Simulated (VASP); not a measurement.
# ZrC (R-3m) in VASP: single point with PBEsol

Aim: the single point of ZrC with PBEsol.

Everything below comes from runs of VASP 6.6.1. Logs are shortened: lines on timing, memory, paths and dates and some standing lists are left out, and cuts for length are marked.

## Step 1: The cell of the first run

Symmetry: R-3m, No. 166, trigonal system. The conventional cell has a = 3.183 Å, b = 3.183 Å, c = 8.450 Å, α = 90.00°, β = 90.00°, γ = 120.00°. Zr (site symmetry -3m) has 6 C at 2.32 Å within 3.1 Å. Within 3.1 Å of C (site symmetry -3m) lie 6 Zr at 2.32 Å.

## Step 2: Single point, PBEsol

INCAR

```
SYSTEM = ZrC
  PREC = Accurate
  ENCUT = 520
  EDIFF = 1E-6
  ISMEAR = 0
  SIGMA = 0.1
  LREAL = .False.
  LASPH = .True.
  NELM = 80
  ALGO = Normal
  ISIF = 2
  LWAVE = .False.
  LCHARG = .True.
  GGA = PS
  LELF = .True.
  LVHAR = .True.
  NBANDS = 15
```

KPOINTS

```
Automatic mesh
0
Gamma
  12 12 12
  0 0 0
```

POSCAR

```
ZrC
1.0
    3.1830776023      0.0000000000      0.0000000000
   -1.5915388012      2.7566260658      0.0000000000
    1.5915388012      0.9188753553      2.8165077664
Zr C
1 1
Direct
    0.0000000000      0.0000000000      0.0000000000
    0.0000000000      0.5000000000      0.5000000000
```

Potentials or basis: VASP PAW PBE potentials, release 64 (Zr_sv, C).

Run with:

```sh
> cat potpaw_PBE.64/Zr_sv/POTCAR potpaw_PBE.64/C/POTCAR > POTCAR
> mpirun -np 1 vasp_std > vasp.out
```

OUTCAR:

```text
SYSTEM = ZrC
   PREC = Accurate
   ENCUT = 520
   EDIFF = 1E-6
   ISMEAR = 0
   LREAL = .False.
   LASPH = .True.
   NELM = 80
   ISIF = 2
   GGA = PS

 ion  position               nearest neighbor table
   1  0.000  0.000  0.000-   2 2.32   2 2.32   2 2.32   2 2.32   2 2.32   2 2.32
   2  0.000  0.500  0.500-   1 2.32   1 2.32   1 2.32   1 2.32   1 2.32   1 2.32

  LATTYP: Found a trigonal (rhomboedric) cell.
 ALAT       =     3.3630408371
 COS(alpha) =     0.5520802874

  Lattice vectors:

 A1 = (   0.0000000001,  -1.8377507105,   2.8165077664)
 A2 = (   1.5915388012,   0.9188753553,   2.8165077664)
 A3 = (  -1.5915388011,   0.9188753553,   2.8165077664)

Analysis of symmetry for initial positions (statically):
=====================================================================
 Subroutine PRICEL returns:
 Original cell was already a primitive cell.

 Routine SETGRP: Setting up the symmetry group for a
 trigonal (rhombohedral) supercell.

 Subroutine GETGRP returns: Found 12 space group operations
 (whereof 12 operations were pure point group operations)
 out of a pool of 12 trial point group operations.

The static configuration has the point symmetry D_3d.

Analysis of symmetry for dynamics (positions and initial velocities):
=====================================================================
 Subroutine PRICEL returns:
 Original cell was already a primitive cell.

 Routine SETGRP: Setting up the symmetry group for a
 trigonal (rhombohedral) supercell.

 Subroutine GETGRP returns: Found 12 space group operations
 (whereof 12 operations were pure point group operations)
 out of a pool of 12 trial point group operations.

The dynamic configuration has the point symmetry D_3d.

 Subroutine INISYM returns: Found 12 space group operations
 (whereof 12 operations are pure point group operations),
 and found     1 'primitive' translations

----------------------------------------------------------------------------------------

                                     Primitive cell

  volume of cell :      24.7136

  direct lattice vectors                    reciprocal lattice vectors
     3.183077602  0.000000000  0.000000000     0.314161364  0.181381148 -0.236699744
    -1.591538801  2.756626066  0.000000000     0.000000000  0.362762296 -0.118349872
     1.591538801  0.918875355  2.816507766     0.000000000  0.000000000  0.355049616

  length of vectors
     3.183077602  3.183077602  3.363040837     0.433154998  0.381579841  0.355049616

  position of ions in fractional coordinates (direct lattice)
     0.000000000  0.000000000  0.000000000
     1.000000000  0.500000000  0.500000000

  ion indices of the primitive-cell ions
   primitive index   ion index
                 1           1
                 2           2

----------------------------------------------------------------------------------------

 KPOINTS: Automatic mesh

Automatic generation of k-mesh.
 Grid dimensions read from file:
 generate k-points for:   12   12   12

 Generating k-lattice:

  Cartesian coordinates                     Fractional coordinates (reciprocal lattice)
     0.026180114  0.015115096 -0.019724979     0.083333333 -0.000000000 -0.000000000
     0.000000000  0.030230191 -0.009862489     0.000000000  0.083333333  0.000000000
     0.000000000  0.000000000  0.029587468     0.000000000  0.000000000  0.083333333

  Length of vectors
     0.036096250  0.031798320  0.029587468

  Shift w.r.t. Gamma in fractional coordinates (k-lattice)
     0.000000000  0.000000000  0.000000000

 Subroutine IBZKPT returns following result:
 ===========================================

 Found    189 irreducible k-points:

 Following reciprocal coordinates:
            Coordinates               Weight
  0.000000  0.000000  0.000000      1.000000
  0.083333 -0.000000 -0.000000      6.000000
  0.166667 -0.000000 -0.000000      6.000000
  0.250000 -0.000000 -0.000000      6.000000
  0.333333 -0.000000  0.000000      6.000000
  0.416667 -0.000000 -0.000000      6.000000
[... 16 lines left out ...]
  0.166667  0.250000  0.000000     12.000000
  0.250000  0.250000  0.000000     12.000000
 [... further k-points ...]
   k-points           NKPTS =    189   k-points in BZ     NKDIM =    189   number of bands    NBANDS=     15
   number of dos      NEDOS =    301   number of ions     NIONS =      2
   total plane-waves  NPLWV =  16128
   dimension x,y,z NGX =    24 NGY =   24 NGZ =   28
   dimension x,y,z NGXF=    48 NGYF=   48 NGZF=   56
   ions per type =               1   1
   NGX,Y,Z   is equivalent  to a cutoff of  12.53, 12.53, 13.84 a.u.
   NGXF,Y,Z  is equivalent  to a cutoff of  25.07, 25.07, 27.68 a.u.
 SYSTEM =  ZrC
   PREC   = accura    normal or accurate (medium, high low for compatibility)
   ISTART =      0    job   : 0-new  1-cont  2-samecut
   ICHARG =      2    charge: 1-file 2-atom 10-const
   ISPIN  =      1    spin polarized calculation?
   LNONCOLLINEAR =      F non collinear calculations
   LSORBIT =      F    spin-orbit coupling
   LASPH  =      T    aspherical Exc in radial PAW
   ENCUT  =  520.0 eV  38.22 Ry    6.18 a.u.   5.92  5.92  6.25*2*pi/ulx,y,z
   NELM   =     80;   NELMIN=  2; NELMDL= -5     # of ELM steps
   EDIFF  = 0.1E-05   stopping-criterion for ELM
   LREAL  =      F    real-space projection
   EDIFFG = 0.1E-04   stopping-criterion for IOM
   NSW    =      0    number of steps for IOM
   IBRION =     -1    ionic relax: 0-MD 1-quasi-New 2-CG
   NFREE  =      0    steps in history (QN), initial steepest desc. (CG)
   ISIF   =      2    stress and relaxation
   ISYM   =      2    0-nonsym 1-usesym 2-fastsym
   POTIM  = 0.5000    time-step for ionic-motion
   TEBEG  =    0.0;   TEEND  =   0.0 temperature during run
   PSTRESS=    0.0 pullay stress
   NELECT =      16.0000    total number of electrons
   NUPDOWN=      -1.0000    fix difference up-down
   EMIN   =  10.00;   EMAX   =-10.00  energy-range for DOS
   EFERMI =   0.00;   METHOD = LEGACY
   ISMEAR =     0;   SIGMA  =   0.10  broadening in eV -4-tet -1-fermi 0-gaus
   EFERMI_NEDOS =   21; number of points for ismear=-14 and -15
   IALGO  =     38    algorithm
   IMIX   =      4    mixing-type and parameters
     AMIX     =   0.40;   BMIX     =  1.00
     AMIX_MAG =   1.60;   BMIX_MAG =  1.00
  volume/ion in A,a.u.               =      12.36        83.39
  Fermi-wavevector in a.u.,A,eV,Ry     =   1.416238  2.676301 27.289602  2.005729
  Thomas-Fermi vector in A             =   2.537593
   LORBIT       =      0    0 simple, 1 ext, 2 COOP (PROOUT), +10 PAW based schemes
   GGA     = PS    functional components
   LHFCALC =     F    Hartree Fock is set to
   AEXX    =    0.0000 exact exchange contribution
   IVDW    =     0    specifies the selected vdW correction
   LEPSILON=     F    determine dielectric tensor
   LRPA    =     F    only Hartree local field effects (RPA)
 non-spin polarized calculation
 Gauss-broadening in eV      SIGMA  =   0.10
  energy-cutoff  :      520.00
  volume of cell :       24.71
 maximum number of plane-waves:       676
   NGX = 11   NGY = 11   NGZ = 13

 number of electron      16.0000000 magnetization

 Free energy of the ion-electron system (eV)
  ---------------------------------------------------
  ext. energy  EPLUGINS =         0.00000000
  ---------------------------------------------------
  free energy    TOTEN  =       -20.44184665 eV

  energy without entropy =      -20.43985534  energy(sigma->0) =      -20.44085099

 E-fermi :  10.0928     XC(G=0): -12.5273

 val. band max:       10.0862869348   @ k =   0.0000   0.0833   0.0000
 cond. band min:      10.1005007871   @ k =   0.5000  -0.0000   0.0833
 fundamental gap:      0.0142138522
 Fermi energy:        10.0927867542

 k-point     1 :       0.0000    0.0000    0.0000
  band No.  band energies     occupation
      1     -37.7294      2.00000
      2     -15.5074      2.00000
      3     -15.3821      2.00000
      4     -15.3821      2.00000
      5      -1.3851      2.00000
      6      10.4077      0.00001
      7      10.6995      0.00000
      8      11.2465      0.00000
      9      11.2465      0.00000
     10      11.4298      0.00000
     11      11.4298      0.00000
     12      13.1238      0.00000
     13      13.1238      0.00000
     14      18.0503      0.00000
     15      20.6157      0.00000

 k-point     2 :       0.0833   -0.0000   -0.0000
  band No.  band energies     occupation
      1     -37.7176      2.00000
      2     -15.5402      2.00000
      3     -15.4466      2.00000
      4     -15.4042      2.00000
      5      -1.1596      2.00000
      6       9.4067      2.00000
      7       9.9806      1.88745
      8      10.5282      0.00000
      9      10.8807      0.00000
     10      11.9993      0.00000
     11      12.4160      0.00000
     12      13.2729      0.00000
     13      14.6123      0.00000
     14      18.5390      0.00000
     15      21.2442      0.00000

 k-point     3 :       0.1667   -0.0000   -0.0000
  band No.  band energies     occupation
      1     -37.6853      2.00000
      2     -15.6839      2.00000
      3     -15.5581      2.00000
      4     -15.4645      2.00000
      5      -0.5990      2.00000
      6       7.6713      2.00000
      7       9.5041      2.00000
      8      10.0714      1.23790
      9      10.1911      0.16441
     10      13.2843      0.00000
     11      13.3015      0.00000
     12      13.9934      0.00000
     13      16.1612      0.00000
     14      20.0650      0.00000
     15      22.8656      0.00000
[... 343 lines left out ...]
 k-point    23 :       0.1667    0.2500    0.0000
  band No.  band energies     occupation
      1     -37.5952      2.00000
      2     -16.2448      2.00000
      3     -15.6316      2.00000
      4     -15.6282      2.00000
      5       0.8981      2.00000
      6       5.9406      2.00000
      7       7.4281      2.00000
      8       7.9383      2.00000
      9      12.0249      0.00000
     10      14.3675      0.00000
     11      15.7511      0.00000
     12      17.7431      0.00000
     13      18.8109      0.00000
     14      21.1201      0.00000
     15      24.0985      0.00000

 k-point    24 :       0.2500    0.2500    0.0000
  band No.  band energies     occupation
      1     -37.5668      2.00000
      2     -16.2633      2.00000
      3     -15.8054      2.00000
      4     -15.6809      2.00000
      5       0.7657      2.00000
      6       6.3470      2.00000
      7       7.6254      2.00000
      8       7.9879      2.00000
      9      11.8587      0.00000
     10      14.7809      0.00000
     11      16.1249      0.00000
     12      17.8169      0.00000
     13      18.9453      0.00000
     14      21.5248      0.00000
     15      23.5780      0.00000

 [... further k-points ...]

------------------------ aborting loop because EDIFF is reached ----------------------------------------

  FORCE on cell =-STRESS in cart. coord.  units (eV):
  Direction    XX          YY          ZZ          XY          YZ          ZX
  --------------------------------------------------------------------------------------
  -------------------------------------------------------------------------------------
  Total        2.6085560      2.6085560     -1.6714446     -0.0000000     -0.0000000     -0.0000000
  in kB      169.1121102    169.1121102   -108.3593868     -0.0000000     -0.0000000     -0.0000000
  external PRESSURE =      76.6216112 kB  Pullay stress =       0.0000000 kB

 VOLUME and BASIS-vectors are now :
 -----------------------------------------------------------------------------
  energy-cutoff  :      520.00
  volume of cell :       24.71
      direct lattice vectors                 reciprocal lattice vectors
     3.183077602  0.000000000  0.000000000     0.314161364  0.181381148 -0.236699744
    -1.591538801  2.756626066  0.000000000     0.000000000  0.362762296 -0.118349872
     1.591538801  0.918875355  2.816507766     0.000000000  0.000000000  0.355049616

 POSITION                                       TOTAL-FORCE (eV/Angst)
 -----------------------------------------------------------------------------------
      0.00000      0.00000      0.00000         0.000000      0.000000      0.000000
      0.00000      1.83775      1.40825        -0.000000     -0.000000      0.000000
 -----------------------------------------------------------------------------------
    total drift:                               -0.000000      0.000000      0.000000

  FREE ENERGIE OF THE ION-ELECTRON SYSTEM (eV)
  ---------------------------------------------------
  free  energy   TOTEN  =       -20.4418466451 eV

  energy  without entropy=      -20.4398553428  energy(sigma->0) =      -20.44085099
```

It used 120 s of CPU time on 1 thread of AMD EPYC 7R13 Processor (Zen 3), on a shared host.

What came out:

- Free energy: -20.4418 eV
- Pressure: 7.7 GPa
- Band gap on the k mesh: zero (band 8 reaches 11.25 eV, above the bottom of band 9 at 9.86 eV)

Caveat: the PAW data sets were made with another functional, which shifts forces and pressure a little.
